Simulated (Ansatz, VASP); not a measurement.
One calculation of As, two programs

The input POSCAR:

```
As
1.0
    1.8481516843     -5.7757121136      0.0000000000
    1.8481516843      5.7757121136      0.0000000000
    0.0000000000      0.0000000000      4.7973300515
As
4
Direct
    0.1042544959      0.8957455041      0.9264712218
    0.6042544959      0.3957455041      0.5735287782
    0.8957455041      0.1042544959      0.0735287782
    0.3957455041      0.6042544959      0.4264712218
```

INCAR.step1

```
ALGO = Normal ; EDIFF = 1E-4
ENCUT = 520 ; GGA = PE
ISMEAR = -1 ; LASPH = True
LCHARG = False ; LREAL = False
LWAVE = True ; NBANDS = 18
NELM = 60 ; PREC = Accurate
SIGMA = 0.1
```

The input INCAR.step2:

```
ALGO = Normal ; EDIFF = 1E-6
ENCUT = 520 ; ISIF = 2
ISMEAR = -1 ; ISTART = 1
LASPH = True ; LCHARG = False
LMIXTAU = True ; LREAL = False
LWAVE = False ; METAGGA = R2SCAN
NBANDS = 18 ; NELM = 60
PREC = Accurate ; SIGMA = 0.1
```

Contents of KPOINTS:

```
k-points
0
Gamma
  10 10 8
```

Input for Ansatz:

```yaml
crystal:
  lattice:
    - [1.8481516843, -5.7757121136, 0.0]
    - [1.8481516843, 5.7757121136, 0.0]
    - [0.0, 0.0, 4.7973300515]
  atoms:
    - { symbol: As, position: [0.1042544959, 0.8957455041, 0.9264712218] }
    - { symbol: As, position: [0.6042544959, 0.3957455041, 0.5735287782] }
    - { symbol: As, position: [0.8957455041, 0.1042544959, 0.0735287782] }
    - { symbol: As, position: [0.3957455041, 0.6042544959, 0.4264712218] }
hamiltonian:
  xc: r2scan
  pseudopotentials:
    kind: paw
    azcp:
      As: "pseudopotentials/As.paw.azcp"
basis:
  ecutwfc: 500
  fft_grid_basis: typed
kpoints:
  mp_grid: { grid: [10, 10, 8], shift: [0, 0, 0] }
magnetization:
  spin_polarized: false
scf:
  occupations: { method: fermi_dirac, width: 0.1 }
  lower_state_search: "off"
output:
  stress: true
```

Alike in both runs: task single point; functional r2SCAN; k mesh 10 × 10 × 8; occupations fermi-dirac, width 0.1 eV; no spin polarisation.

|  | VASP | Ansatz |
| --- | --- | --- |
| version | VASP 6.6.1 | Ansatz 0.2.0 |
| potentials or method | VASP PAW PBE potentials, release 64 (As), cutoff 520 eV | plane waves (500 eV) with PAW, scalar-relativistic |
| valence electrons in the cell | 20 | 60 |

VASP gave:

```
pressure (GPa)                                                : -2.2
traceless stress, the component that is largest in VASP (GPa) : -0.37
```

Problem. What did Ansatz give for the same quantities?

Solution. Pressure (GPa): -2.3; traceless stress, the component that is largest in VASP (GPa): -0.33.

VASP's potentials were made for PBE, not for r2SCAN. The functional is the same, so the differences come from potentials, cutoffs and numerics. VASP's potentials hold 20 valence electrons a cell and Ansatz's 60, so a difference there can come from the potentials and not from the codes.
